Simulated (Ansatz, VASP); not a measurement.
# BaTiO3 in VASP and in Ansatz

The input INCAR:

```
ALGO = Normal
EDIFF = 1E-7
ENCUT = 520
GGA = PE
ISIF = 2
ISMEAR = 0
LASPH = T
LCHARG = F
LREAL = F
LWAVE = F
NBANDS = 28
NELM = 80
PREC = Accurate
SIGMA = 0.01
```

The input KPOINTS:

```
k-points
0
Gamma
  6 6 6
```

The input POSCAR:

```
BaTiO3
1.0
    3.9380885754      0.0000000000      0.0000000000
    0.0000000000      3.9380885754      0.0000000000
    0.0000000000      0.0000000000      3.9380885754
Ba Ti O
1 1 3
Direct
    0.5000000000      0.5000000000      0.5000000000
    0.0000000000      0.0000000000      0.0000000000
    0.5000000000      0.0000000000      0.0000000000
    0.0000000000      0.5000000000      0.0000000000
    0.0000000000      0.0000000000      0.5000000000
```

Input for Ansatz:

```yaml
crystal:
  lattice:
    - [3.9380885754011836, 0.0, 0.0]
    - [0.0, 3.9380885754011836, 0.0]
    - [0.0, 0.0, 3.9380885754011836]
  atoms:
    - { symbol: Ba, position: [0.5, 0.5, 0.5] }
    - { symbol: Ti, position: [0.0, 0.0, 0.0] }
    - { symbol: O, position: [0.5, 0.0, 0.0] }
    - { symbol: O, position: [0.0, 0.5, 0.0] }
    - { symbol: O, position: [0.0, 0.0, 0.5] }
basis:
  ecutwfc: 550.0
kpoints:
  mp_grid:
    grid: [6, 6, 6]
hamiltonian:
  xc: pbe
  pseudopotentials:
    kind: paw
scf:
  occupations:
    method: fixed
output:
  stress: true
```

Alike in both runs: task single point; functional PBE; k mesh 6 × 6 × 6; no spin polarisation.

|  | VASP | Ansatz |
| --- | --- | --- |
| version | VASP 6.6.1 | Ansatz 0.2.0 |
| potentials or method | VASP PAW PBE potentials, release 64 (Ba_sv, Ti_sv, O), cutoff 520 eV | plane waves, PAW |
| occupations | gaussian, width 0.01 eV | fixed |
| valence electrons in the cell | 40 | 40 |

|  | VASP | Ansatz | Ansatz less VASP |
| --- | --- | --- | --- |
| pressure (GPa) | 13.6 | 11.4 | -2.14 |

Spin-orbit coupling is off throughout.
